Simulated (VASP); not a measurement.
# WSe (Fm-3m) in VASP: a series of runs

Runs on WSe. Level: PBE+U. Tasks: single point.

Program: VASP 6.6.1. These are calculated values, not measurements. Logs are shortened: lines on timing, memory, paths and dates and some standing lists are left out, and cuts for length are marked.

## (1) The cell of the first run

Symmetry: Fm-3m, No. 225, cubic system. Conventional cell: a = 6.068 Å, b = 6.068 Å, c = 6.068 Å, α = 90.00°, β = 90.00°, γ = 90.00°. W (site symmetry m-3m) has 6 Se at 3.03 Å within 4.0 Å. Se (site symmetry m-3m) has 6 W at 3.03 Å within 4.0 Å.

## (2) Single point, PBE+U, collinear spin

File INCAR:

```
  PREC = Accurate
  ENCUT = 520
  EDIFF = 1E-6
  ISMEAR = 0
  SIGMA = 0.1
  LREAL = False
  LASPH = True
  NELM = 150
  ALGO = Normal
  ISIF = 2
  LWAVE = False
  LCHARG = False
  ISPIN = 2
  MAGMOM = 1 0
  LORBIT = 11
  LMAXMIX = 4
  LDAU = True
  LDAUTYPE = 2
  LDAUL = 2 -1
  LDAUU = 6.2 0
  LDAUJ = 0 0
  LDAUPRINT = 1
  GGA = PE
  NBANDS = 21
```

File KPOINTS:

```
regular mesh
0
Gamma
  12 12 12
```

File POSCAR:

```
WSe
1.0
    0.0000000000      3.0338512929      3.0338512929
    3.0338512929      0.0000000000      3.0338512929
    3.0338512929      3.0338512929      0.0000000000
W Se
1 1
Direct
    0.0000000000      0.0000000000      0.0000000000
    0.5000000000      0.5000000000      0.5000000000
```

Potentials or basis: VASP PAW PBE potentials, release 64 (W_sv, Se).

Run with:

```console
$ cat potpaw_PBE.64/W_sv/POTCAR potpaw_PBE.64/Se/POTCAR > POTCAR
$ mpirun -np 1 vasp_std > vasp.out
```

OUTCAR:

```text
PREC = Accurate
   ENCUT = 520
   EDIFF = 1E-6
   ISMEAR = 0
   LREAL = False
   LASPH = True
   NELM = 150
   ISIF = 2
   ISPIN = 2
   LORBIT = 11
   GGA = PE

 ion  position               nearest neighbor table
   1  0.000  0.000  0.000-   2 3.03   2 3.03   2 3.03   2 3.03   2 3.03   2 3.03
   2  0.500  0.500  0.500-   1 3.03   1 3.03   1 3.03   1 3.03   1 3.03   1 3.03

  LATTYP: Found a face centered cubic cell.
 ALAT       =     6.0677025858

  Lattice vectors:

 A1 = (   0.0000000000,   3.0338512929,   3.0338512929)
 A2 = (   3.0338512929,   0.0000000000,   3.0338512929)
 A3 = (   3.0338512929,   3.0338512929,   0.0000000000)

Analysis of symmetry for initial positions (statically):
=====================================================================
 Subroutine PRICEL returns:
 Original cell was already a primitive cell.

 Routine SETGRP: Setting up the symmetry group for a
 face centered cubic supercell.

 Subroutine GETGRP returns: Found 48 space group operations
 (whereof 48 operations were pure point group operations)
 out of a pool of 48 trial point group operations.

The static configuration has the point symmetry O_h .

Analysis of symmetry for dynamics (positions and initial velocities):
=====================================================================
 Subroutine PRICEL returns:
 Original cell was already a primitive cell.

 Routine SETGRP: Setting up the symmetry group for a
 face centered cubic supercell.

 Subroutine GETGRP returns: Found 48 space group operations
 (whereof 48 operations were pure point group operations)
 out of a pool of 48 trial point group operations.

The dynamic configuration has the point symmetry O_h .

Analysis of structural, dynamic, and magnetic symmetry:
=====================================================================
 Subroutine PRICEL returns:
 Original cell was already a primitive cell.

 Routine SETGRP: Setting up the symmetry group for a
 face centered cubic supercell.

 Subroutine GETGRP returns: Found 48 space group operations
 (whereof 48 operations were pure point group operations)
 out of a pool of 48 trial point group operations.

The overall configuration has the point symmetry O_h .

 Subroutine INISYM returns: Found 48 space group operations
 (whereof 48 operations are pure point group operations),
 and found     1 'primitive' translations

----------------------------------------------------------------------------------------

                                     Primitive cell

  volume of cell :      55.8487

  direct lattice vectors                    reciprocal lattice vectors
     0.000000000  3.033851293  3.033851293    -0.164807023  0.164807023  0.164807023
     3.033851293  0.000000000  3.033851293     0.164807023 -0.164807023  0.164807023
     3.033851293  3.033851293  0.000000000     0.164807023  0.164807023 -0.164807023

  length of vectors
     4.290513645  4.290513645  4.290513645     0.285454137  0.285454137  0.285454137

  position of ions in fractional coordinates (direct lattice)
     0.000000000  0.000000000  0.000000000
     0.500000000  0.500000000  0.500000000

  ion indices of the primitive-cell ions
   primitive index   ion index
                 1           1
                 2           2

----------------------------------------------------------------------------------------

 KPOINTS: regular mesh

Automatic generation of k-mesh.
 Grid dimensions read from file:
 generate k-points for:   12   12   12

 Generating k-lattice:

[... 55 lines left out ...]
   ISPIN  =      2    spin polarized calculation?
   LNONCOLLINEAR =      F non collinear calculations
   LSORBIT =      F    spin-orbit coupling
   LASPH  =      T    aspherical Exc in radial PAW
   ENCUT  =  520.0 eV  38.22 Ry    6.18 a.u.   7.98  7.98  7.98*2*pi/ulx,y,z
   NELM   =    150;   NELMIN=  2; NELMDL= -5     # of ELM steps
   EDIFF  = 0.1E-05   stopping-criterion for ELM
   LREAL  =      F    real-space projection
   EDIFFG = 0.1E-04   stopping-criterion for IOM
   NSW    =      0    number of steps for IOM
   IBRION =     -1    ionic relax: 0-MD 1-quasi-New 2-CG
   NFREE  =      0    steps in history (QN), initial steepest desc. (CG)
   ISIF   =      2    stress and relaxation
   ISYM   =      2    0-nonsym 1-usesym 2-fastsym
   POTIM  = 0.5000    time-step for ionic-motion
   TEBEG  =    0.0;   TEEND  =   0.0 temperature during run
   PSTRESS=    0.0 pullay stress
   NELECT =      20.0000    total number of electrons
   NUPDOWN=      -1.0000    fix difference up-down
   EMIN   =  10.00;   EMAX   =-10.00  energy-range for DOS
   EFERMI =   0.00;   METHOD = LEGACY
   ISMEAR =     0;   SIGMA  =   0.10  broadening in eV -4-tet -1-fermi 0-gaus
   EFERMI_NEDOS =   21; number of points for ismear=-14 and -15
   IALGO  =     38    algorithm
   IMIX   =      4    mixing-type and parameters
     AMIX     =   0.40;   BMIX     =  1.00
     AMIX_MAG =   1.60;   BMIX_MAG =  1.00
  volume/ion in A,a.u.               =      27.92       188.44
  Fermi-wavevector in a.u.,A,eV,Ry     =   1.162556  2.196912 18.388769  1.351536
  Thomas-Fermi vector in A             =   2.299116
   LORBIT       =     11    0 simple, 1 ext, 2 COOP (PROOUT), +10 PAW based schemes
 LDA+U is selected, type is set to LDAUTYPE =  2
   angular momentum for each species LDAUL =     2   -1
   U (eV)           for each species LDAUU =   6.2  0.0
   J (eV)           for each species LDAUJ =   0.0  0.0
   GGA     = PE    functional components
   LHFCALC =     F    Hartree Fock is set to
   AEXX    =    0.0000 exact exchange contribution
   IVDW    =     0    specifies the selected vdW correction
   LEPSILON=     F    determine dielectric tensor
   LRPA    =     F    only Hartree local field effects (RPA)
 spin polarized calculation
 Gauss-broadening in eV      SIGMA  =   0.10
  energy-cutoff  :      520.00
  volume of cell :       55.85
 maximum number of plane-waves:      1540
   NGX = 15   NGY = 15   NGZ = 15

atom =   1  type =  1  l = 2

 onsite density matrix

spin component  1

  0.7972 -0.0000 -0.0000 -0.0000  0.0000
 -0.0000  0.7972 -0.0000 -0.0000 -0.0000
 -0.0000 -0.0000  0.4161 -0.0000 -0.0000
 -0.0000 -0.0000 -0.0000  0.7972 -0.0000
  0.0000 -0.0000 -0.0000 -0.0000  0.4161

spin component  2

  0.0075 -0.0000 -0.0000  0.0000 -0.0000
 -0.0000  0.0075  0.0000  0.0000  0.0000
 -0.0000  0.0000  0.0450 -0.0000  0.0000
  0.0000  0.0000 -0.0000  0.0075  0.0000
 -0.0000  0.0000  0.0000  0.0000  0.0450

 occupancies and eigenvectors

  o =  0.0075  v =  0.0000  0.0000  0.0000  0.0000  0.0000  1.0000  0.0002  0.0000 -0.0020  0.0000      0.0000  0.0000  0.0000  0.0000  0.0000  0.0000  0.0000  0.0000  0.0000  0.0000
  o =  0.0075  v =  0.0000  0.0000  0.0000  0.0000  0.0000  0.0019 -0.4661  0.0000  0.8847 -0.0000      0.0000  0.0000  0.0000  0.0000  0.0000  0.0000  0.0000  0.0000  0.0000  0.0000
  o =  0.0075  v =  0.0000  0.0000  0.0000  0.0000  0.0000 -0.0008 -0.8847  0.0000 -0.4661 -0.0000      0.0000  0.0000  0.0000  0.0000  0.0000  0.0000  0.0000  0.0000  0.0000  0.0000
  o =  0.0450  v =  0.0000  0.0000  0.0000  0.0000  0.0000  0.0000 -0.0000 -0.0961 -0.0000  0.9954      0.0000  0.0000  0.0000  0.0000  0.0000  0.0000  0.0000  0.0000  0.0000  0.0000
  o =  0.0450  v =  0.0000  0.0000  0.0000  0.0000  0.0000  0.0000  0.0000 -0.9954 -0.0000 -0.0961      0.0000  0.0000  0.0000  0.0000  0.0000  0.0000  0.0000  0.0000  0.0000  0.0000
  o =  0.4161  v =  0.0000 -0.0000 -0.0016 -0.0000 -1.0000  0.0000  0.0000  0.0000  0.0000  0.0000      0.0000  0.0000  0.0000  0.0000  0.0000  0.0000  0.0000  0.0000  0.0000  0.0000
  o =  0.4161  v =  0.0000 -0.0000  1.0000  0.0000 -0.0016  0.0000  0.0000  0.0000  0.0000  0.0000      0.0000  0.0000  0.0000  0.0000  0.0000  0.0000  0.0000  0.0000  0.0000  0.0000
  o =  0.7972  v =  0.0000 -0.1835 -0.0000  0.9830 -0.0000  0.0000  0.0000  0.0000  0.0000  0.0000      0.0000  0.0000  0.0000  0.0000  0.0000  0.0000  0.0000  0.0000  0.0000  0.0000
  o =  0.7972  v =  1.0000  0.0000  0.0000  0.0000  0.0000  0.0000  0.0000  0.0000  0.0000  0.0000      0.0000  0.0000  0.0000  0.0000  0.0000  0.0000  0.0000  0.0000  0.0000  0.0000
  o =  0.7972  v =  0.0000  0.9830  0.0000  0.1835 -0.0000  0.0000  0.0000  0.0000  0.0000  0.0000      0.0000  0.0000  0.0000  0.0000  0.0000  0.0000  0.0000  0.0000  0.0000  0.0000

 number of electron      20.0000000 magnetization       3.9985970

 Free energy of the ion-electron system (eV)
  ---------------------------------------------------
  ext. energy  EPLUGINS =         0.00000000
  ---------------------------------------------------
  free energy    TOTEN  =        -9.07398051 eV

  energy without entropy =       -9.06666088  energy(sigma->0) =       -9.07032070

 E-fermi :   4.6724     XC(G=0):  -9.5648

 val. band max:        4.6557054546   @ k =  -0.3333   0.2500   0.0833
 cond. band min:       4.6733673003   @ k =   0.4167   0.3333   0.0833
 fundamental gap:      0.0176618457
 Fermi energy:         4.6723512647

 spin component 1

 k-point     1 :       0.0000    0.0000    0.0000
  band No.  band energies     occupation
      1     -70.5035      1.00000
      2     -34.9311      1.00000
      3     -34.9311      1.00000
      4     -34.9311      1.00000
      5      -9.1854      1.00000
      6       1.2967      1.00000
[... 1145 lines left out ...]
     20      17.0904      0.00000
     21      17.6156      0.00000

 [... further k-points ...]
[... 5 lines left out ...]
  --------------------------------------------------------------------------------------
  -------------------------------------------------------------------------------------
  Total       -3.3829790     -3.3829790     -3.3829790     -0.0000000      0.0000000      0.0000000
  in kB      -97.0503300    -97.0503300    -97.0503300     -0.0000000      0.0000000      0.0000000
  external PRESSURE =     -97.0503300 kB  Pullay stress =       0.0000000 kB

 VOLUME and BASIS-vectors are now :
 -----------------------------------------------------------------------------
  energy-cutoff  :      520.00
  volume of cell :       55.85
      direct lattice vectors                 reciprocal lattice vectors
     0.000000000  3.033851293  3.033851293    -0.164807023  0.164807023  0.164807023
     3.033851293  0.000000000  3.033851293     0.164807023 -0.164807023  0.164807023
     3.033851293  3.033851293  0.000000000     0.164807023  0.164807023 -0.164807023

 POSITION                                       TOTAL-FORCE (eV/Angst)
 -----------------------------------------------------------------------------------
      0.00000      0.00000      0.00000         0.000000      0.000000     -0.000000
      3.03385      3.03385      3.03385        -0.000000     -0.000000      0.000000
 -----------------------------------------------------------------------------------
    total drift:                                0.000000     -0.000000     -0.000000

  FREE ENERGIE OF THE ION-ELECTRON SYSTEM (eV)
  ---------------------------------------------------
  free  energy   TOTEN  =        -9.0739805144 eV

  energy  without entropy=       -9.0666608781  energy(sigma->0) =       -9.07032070

 total charge

# of ion       s       p       d       tot
------------------------------------------
    1        2.295   6.037   3.300  11.632
    2        1.455   2.271   0.029   3.755
--------------------------------------------------
tot          3.751   8.308   3.329  15.387

 magnetization (x)

# of ion       s       p       d       tot
------------------------------------------
    1        0.159   0.023   3.080   3.263
    2        0.014  -0.168   0.025  -0.129
--------------------------------------------------
tot          0.174  -0.145   3.105   3.134
```

It took 2.9 min on 1 thread of Intel Xeon 8259CL, shared host; peak memory 0.29 GiB.

Results:

```yaml
Free_energy: -9.0740 eV
Pressure: -9.7 GPa
Band_gap_on_the_k_mesh: zero (filled and empty bands overlap)
Net_moment: 4.00 μB per cell
Site_moments: W +3.26; Se -0.13 μB
Valence_electrons_inside_the_program's_atomic_spheres: W 11.63; Se 3.75
```

Eigenvalues of the final occupation matrices:
| site | spin | trace | eigenvalues |
| --- | --- | --- | --- |
| site 1 d | 1 | 3.22 | 0.42 0.42 0.80 0.80 0.80 |
| site 1 d | 2 | 0.11 | 0.01 0.01 0.01 0.04 0.04 |

Caveat: the cell stands under tension; spin-orbit coupling is left out, which moves the levels of the heavy elements.

(Part 1 of 2 ends here.)
